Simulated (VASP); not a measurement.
The system is NaCl.

```
Na Cl
1.0
     0.00000    2.80270    2.80270
     2.80270    0.00000    2.80270
     2.80270    2.80270    0.00000
Na Cl
1 1
Direct
  0.00000 0.00000 0.00000
  0.50000 0.50000 0.50000
```

Program: VASP 6.6.1. Alike in all runs: potentials or basis VASP PAW PBE potentials, release 64 (Na_pv, Cl); no spin polarisation; cell as given; cutoff (eV) 520. Hardware: 1 thread of Intel(R) Xeon(R) Platinum 8259CL CPU @ 2.50GHz (Skylake/Cascade Lake) (shared host).

Q: Order these runs on this cell by their wall time, lowest first.
A. task single point; level PBE; k mesh 8 × 8 × 8; smearing fermi-dirac 0.02 eV
B. task dielectric tensor; level r2SCAN; k mesh 6 × 6 × 6; smearing gaussian 0.01 eV
C. task single point; level r2SCAN; k mesh 8 × 8 × 8; smearing gaussian 0.01 eV

A: A (14 s), C (86 s), B (1600 s).
